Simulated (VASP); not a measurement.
# KMgF3 (Amm2) in VASP: single point with PBE

Aim: the single point of KMgF3 with PBE.

Everything below comes from runs of VASP 6.6.1. Logs are shortened: lines on timing, memory, paths and dates and some standing lists are left out, and cuts for length are marked.

### 1 The cell of the first run

The structure is orthorhombic, space group Amm2 (No. 38). Conventional cell: a = 3.986 Å, b = 5.637 Å, c = 5.637 Å, α = 90.00°, β = 90.00°, γ = 90.00°. K (site symmetry mm2) has 12 F at 2.76 to 2.88 Å and 8 Mg at 3.45 Å within 3.6 Å. Within 2.6 Å of Mg (site symmetry mm2) lie 6 F at 1.95 to 2.04 Å. Within 2.6 Å of F (site symmetry mm2) lie 2 Mg at 1.99 Å. Within 2.6 Å of F (site symmetry m) lie 2 Mg at 1.95 to 2.04 Å.

### 2 Single point, PBE

Input file INCAR:

```
SYSTEM = KMgF3
PREC = Accurate
ENCUT = 520
EDIFF = 1E-6
ISMEAR = 0
SIGMA = 0.05
LREAL = .False.
LASPH = .True.
NELM = 80
ALGO = Normal
ISIF = 2
LWAVE = .False.
LCHARG = .True.
GGA = PE
LELF = .True.
LVHAR = .True.
NBANDS = 24
```

Input file KPOINTS:

```
Automatic mesh
0
Gamma
  6 6 6
  0 0 0
```

Input file POSCAR:

```
KMgF3
1.0
    3.9859000000      0.0000000000      0.0000000000
    0.0000000000      3.9859000000      0.0000000000
    0.0000000000      0.0000000000      3.9859000000
K Mg F
1 1 3
Direct
    0.5000000000      0.5000000000      0.5000000000
    0.0000000000      0.0000000000      0.0000000000
    0.5000000000     -0.0110876273     -0.0110876273
    0.0000000000      0.4889123727     -0.0110876273
    0.0000000000     -0.0110876273      0.4889123727
```

Potentials or basis: VASP PAW PBE potentials, release 64 (K_sv, Mg, F).

Command:

```sh
cat potpaw_PBE.64/K_sv/POTCAR potpaw_PBE.64/Mg/POTCAR potpaw_PBE.64/F/POTCAR > POTCAR
mpirun -np 1 vasp_std > vasp.out
```

OUTCAR:

```text
SYSTEM = KMgF3
   PREC = Accurate
   ENCUT = 520
   EDIFF = 1E-6
   ISMEAR = 0
   LREAL = .False.
   LASPH = .True.
   NELM = 80
   ISIF = 2
   GGA = PE

 ion  position               nearest neighbor table
   1  0.500  0.500  0.500-   3 2.76   4 2.79   5 2.79   4 2.79   5 2.79   3 2.82   3 2.82   4 2.85
                             5 2.85   4 2.85   5 2.85   2 3.45   2 3.45   2 3.45   2 3.45   2 3.45
   2  0.000  0.000  0.000-   4 1.95   5 1.95   3 1.99   3 1.99   4 2.04   5 2.04   1 3.45   1 3.45
                             1 3.45   1 3.45   1 3.45   1 3.45   1 3.45   1 3.45
   3  0.500  0.989  0.989-   2 1.99   2 1.99   1 2.76   1 2.82   1 2.82
   4  0.000  0.489  0.989-   2 1.95   2 2.04   1 2.79   1 2.79   1 2.85   1 2.85
   5  0.000  0.989  0.489-   2 1.95   2 2.04   1 2.79   1 2.79   1 2.85   1 2.85

  LATTYP: Found a simple cubic cell.
 ALAT       =     3.9859000000

  Lattice vectors:

 A1 = (   3.9859000000,   0.0000000000,   0.0000000000)
 A2 = (   0.0000000000,   3.9859000000,   0.0000000000)
 A3 = (   0.0000000000,   0.0000000000,   3.9859000000)

Analysis of symmetry for initial positions (statically):
=====================================================================
 Subroutine PRICEL returns:
 Original cell was already a primitive cell.

 Routine SETGRP: Setting up the symmetry group for a
 simple cubic supercell.

 Subroutine GETGRP returns: Found  4 space group operations
 (whereof  4 operations were pure point group operations)
 out of a pool of 48 trial point group operations.

The static configuration has the point symmetry C_2v.

Analysis of symmetry for dynamics (positions and initial velocities):
=====================================================================
 Subroutine PRICEL returns:
 Original cell was already a primitive cell.

 Routine SETGRP: Setting up the symmetry group for a
 simple cubic supercell.

 Subroutine GETGRP returns: Found  4 space group operations
 (whereof  4 operations were pure point group operations)
 out of a pool of 48 trial point group operations.

The dynamic configuration has the point symmetry C_2v.

 Subroutine INISYM returns: Found  4 space group operations
 (whereof  4 operations are pure point group operations),
 and found     1 'primitive' translations

----------------------------------------------------------------------------------------

                                     Primitive cell

  volume of cell :      63.3256

  direct lattice vectors                    reciprocal lattice vectors
     3.985900000  0.000000000  0.000000000     0.250884367  0.000000000  0.000000000
     0.000000000  3.985900000  0.000000000     0.000000000  0.250884367  0.000000000
     0.000000000  0.000000000  3.985900000     0.000000000  0.000000000  0.250884367

  length of vectors
     3.985900000  3.985900000  3.985900000     0.250884367  0.250884367  0.250884367

  position of ions in fractional coordinates (direct lattice)
     0.500000000  0.500000000  0.500000000
     0.000000000  0.000000000  0.000000000
     0.500000000  0.988912373  0.988912373
     0.000000000  0.488912373  0.988912373
     0.000000000  0.988912373  0.488912373

  ion indices of the primitive-cell ions
   primitive index   ion index
                 1           1
                 2           2
                 3           3
                 4           4
                 5           5

----------------------------------------------------------------------------------------

 KPOINTS: Automatic mesh

Automatic generation of k-mesh.
 Grid dimensions read from file:
 generate k-points for:    6    6    6

 Generating k-lattice:

  Cartesian coordinates                     Fractional coordinates (reciprocal lattice)
     0.041814061  0.000000000  0.000000000     0.166666667  0.000000000  0.000000000
     0.000000000  0.041814061  0.000000000     0.000000000  0.166666667  0.000000000
     0.000000000  0.000000000  0.041814061     0.000000000  0.000000000  0.166666667

  Length of vectors
     0.041814061  0.041814061  0.041814061

  Shift w.r.t. Gamma in fractional coordinates (k-lattice)
     0.000000000  0.000000000  0.000000000

 Subroutine IBZKPT returns following result:
 ===========================================

 Found     52 irreducible k-points:

 Following reciprocal coordinates:
            Coordinates               Weight
  0.000000  0.000000  0.000000      1.000000
  0.166667  0.000000  0.000000      2.000000
  0.000000  0.166667  0.000000      4.000000
  0.333333  0.000000  0.000000      2.000000
  0.000000  0.333333  0.000000      4.000000
  0.500000  0.000000  0.000000      1.000000
[... 16 lines left out ...]
  0.333333  0.000000  0.500000      4.000000
  0.500000  0.500000  0.000000      2.000000
 [... further k-points ...]
   k-points           NKPTS =     52   k-points in BZ     NKDIM =     52   number of bands    NBANDS=     24
   number of dos      NEDOS =    301   number of ions     NIONS =      5
   total plane-waves  NPLWV =  27000
   dimension x,y,z NGX =    30 NGY =   30 NGZ =   30
   dimension x,y,z NGXF=    60 NGYF=   60 NGZF=   60
   ions per type =               1   1   3
   NGX,Y,Z   is equivalent  to a cutoff of  12.51, 12.51, 12.51 a.u.
   NGXF,Y,Z  is equivalent  to a cutoff of  25.03, 25.03, 25.03 a.u.
 SYSTEM =  KMgF3
   PREC   = accura    normal or accurate (medium, high low for compatibility)
   ISTART =      0    job   : 0-new  1-cont  2-samecut
   ICHARG =      2    charge: 1-file 2-atom 10-const
   ISPIN  =      1    spin polarized calculation?
   LNONCOLLINEAR =      F non collinear calculations
   LSORBIT =      F    spin-orbit coupling
   LASPH  =      T    aspherical Exc in radial PAW
   ENCUT  =  520.0 eV  38.22 Ry    6.18 a.u.   7.41  7.41  7.41*2*pi/ulx,y,z
   NELM   =     80;   NELMIN=  2; NELMDL= -5     # of ELM steps
   EDIFF  = 0.1E-05   stopping-criterion for ELM
   LREAL  =      F    real-space projection
   EDIFFG = 0.1E-04   stopping-criterion for IOM
   NSW    =      0    number of steps for IOM
   IBRION =     -1    ionic relax: 0-MD 1-quasi-New 2-CG
   NFREE  =      0    steps in history (QN), initial steepest desc. (CG)
   ISIF   =      2    stress and relaxation
   ISYM   =      2    0-nonsym 1-usesym 2-fastsym
   POTIM  = 0.5000    time-step for ionic-motion
   TEBEG  =    0.0;   TEEND  =   0.0 temperature during run
   PSTRESS=    0.0 pullay stress
   NELECT =      32.0000    total number of electrons
   NUPDOWN=      -1.0000    fix difference up-down
   EMIN   =  10.00;   EMAX   =-10.00  energy-range for DOS
   EFERMI =   0.00;   METHOD = LEGACY
   ISMEAR =     0;   SIGMA  =   0.05  broadening in eV -4-tet -1-fermi 0-gaus
   EFERMI_NEDOS =   21; number of points for ismear=-14 and -15
   IALGO  =     38    algorithm
   IMIX   =      4    mixing-type and parameters
     AMIX     =   0.40;   BMIX     =  1.00
     AMIX_MAG =   1.60;   BMIX_MAG =  1.00
  volume/ion in A,a.u.               =      12.67        85.47
  Fermi-wavevector in a.u.,A,eV,Ry     =   1.303962  2.464132 23.134232  1.700318
  Thomas-Fermi vector in A             =   2.434930
   LORBIT       =      0    0 simple, 1 ext, 2 COOP (PROOUT), +10 PAW based schemes
   GGA     = PE    functional components
   LHFCALC =     F    Hartree Fock is set to
   AEXX    =    0.0000 exact exchange contribution
   IVDW    =     0    specifies the selected vdW correction
   LEPSILON=     F    determine dielectric tensor
   LRPA    =     F    only Hartree local field effects (RPA)
 non-spin polarized calculation
 Gauss-broadening in eV      SIGMA  =   0.05
  energy-cutoff  :      520.00
  volume of cell :       63.33
 maximum number of plane-waves:      1743
 NGX is ok and might be reduce to    30
   NGX = 15   NGY = 15   NGZ = 15

 number of electron      31.9999991 magnetization

 Free energy of the ion-electron system (eV)
  ---------------------------------------------------
  ext. energy  EPLUGINS =         0.00000000
  ---------------------------------------------------
  free energy    TOTEN  =       -24.39587648 eV

  energy without entropy =      -24.39587648  energy(sigma->0) =      -24.39587648

 E-fermi :  -1.2660     XC(G=0):  -9.6829

 val. band max:       -1.6024343512   @ k =   0.5000   0.5000   0.5000
 cond. band min:       5.7003670031   @ k =   0.0000   0.0000   0.0000
 fundamental gap:      7.3028013543
 Fermi energy:        -1.2660400622

 k-point     1 :       0.0000    0.0000    0.0000
  band No.  band energies     occupation
      1     -27.2521      2.00000
      2     -21.7217      2.00000
      3     -21.0712      2.00000
      4     -21.0670      2.00000
      5     -10.7448      2.00000
      6     -10.7447      2.00000
[... 16 lines left out ...]
     23      12.3759      0.00000
     24      15.3160      0.00000

 k-point     2 :       0.1667    0.0000    0.0000
  band No.  band energies     occupation
      1     -27.2450      2.00000
      2     -21.6921      2.00000
      3     -21.1036      2.00000
      4     -21.0683      2.00000
      5     -10.7410      2.00000
      6     -10.7311      2.00000
[... 16 lines left out ...]
     23      12.3799      0.00000
     24      15.1373      0.00000

 k-point     3 :       0.0000    0.1667    0.0000
  band No.  band energies     occupation
      1     -27.2450      2.00000
      2     -21.6918      2.00000
      3     -21.1071      2.00000
      4     -21.0651      2.00000
      5     -10.7405      2.00000
      6     -10.7310      2.00000
[... 16 lines left out ...]
     23      12.3751      0.00000
     24      15.1658      0.00000
[... 514 lines left out ...]
 k-point    23 :       0.3333    0.0000    0.5000
  band No.  band energies     occupation
      1     -27.2084      2.00000
      2     -21.4213      2.00000
      3     -21.2680      2.00000
      4     -21.1644      2.00000
      5     -10.7974      2.00000
      6     -10.7868      2.00000
[... 16 lines left out ...]
     23      12.7159      0.00000
     24      13.3927      0.00000

 k-point    24 :       0.5000    0.5000    0.0000
  band No.  band energies     occupation
      1     -27.2034      2.00000
      2     -21.3050      2.00000
      3     -21.2733      2.00000
      4     -21.2676      2.00000
      5     -10.8191      2.00000
      6     -10.8188      2.00000
[... 16 lines left out ...]
     23      12.7126      0.00000
     24      12.7391      0.00000

 [... further k-points ...]

------------------------ aborting loop because EDIFF is reached ----------------------------------------

  FORCE on cell =-STRESS in cart. coord.  units (eV):
  Direction    XX          YY          ZZ          XY          YZ          ZX
  --------------------------------------------------------------------------------------
  -------------------------------------------------------------------------------------
  Total        1.3250100      1.4411119      1.4411119      0.0000000     -0.0141090      0.0000000
  in kB       33.5235915     36.4610434     36.4610434      0.0000000     -0.3569663      0.0000000
  external PRESSURE =      35.4818928 kB  Pullay stress =       0.0000000 kB

 VOLUME and BASIS-vectors are now :
 -----------------------------------------------------------------------------
  energy-cutoff  :      520.00
  volume of cell :       63.33
      direct lattice vectors                 reciprocal lattice vectors
     3.985900000  0.000000000  0.000000000     0.250884367  0.000000000  0.000000000
     0.000000000  3.985900000  0.000000000     0.000000000  0.250884367  0.000000000
     0.000000000  0.000000000  3.985900000     0.000000000  0.000000000  0.250884367

 POSITION                                       TOTAL-FORCE (eV/Angst)
 -----------------------------------------------------------------------------------
      1.99295      1.99295      1.99295         0.000000     -0.057776     -0.057776
      0.00000      0.00000      0.00000         0.000000     -0.369815     -0.369815
      1.99295      3.94171      3.94171         0.000000      0.056266      0.056266
      0.00000      1.94876      3.94171         0.000000      0.317135      0.054191
      0.00000      3.94171      1.94876         0.000000      0.054191      0.317135
 -----------------------------------------------------------------------------------
    total drift:                                0.000000      0.001944      0.001947

  FREE ENERGIE OF THE ION-ELECTRON SYSTEM (eV)
  ---------------------------------------------------
  free  energy   TOTEN  =       -24.3958764841 eV

  energy  without entropy=      -24.3958764841  energy(sigma->0) =      -24.39587648
```

It used 60 s of CPU time on 1 thread of Intel Xeon 6975P-C (shared host).

What came out:

* Free energy: -24.3959 eV
* Pressure: 3.5 GPa
* Largest force: 0.523 eV/Å
* Band gap on the k mesh: 7.30 eV, indirect (least direct gap 7.63 eV)

Forces in eV/Å, atoms in the order of the input:
```
K    0.000 -0.058 -0.058
Mg   0.000 -0.370 -0.370
F    0.000  0.056  0.056
F    0.000  0.317  0.054
F    0.000  0.054  0.317
```

Stress tensor (GPa, compression positive):
```
 3.35  0.00  0.00
 0.00  3.65 -0.04
 0.00 -0.04  3.65
```

Caveat: the cell differs from its parent crystal (all F atoms moved +0.062 Å, as atom 3 towards its neighbour atom 1 (K) at 2.818 Å).
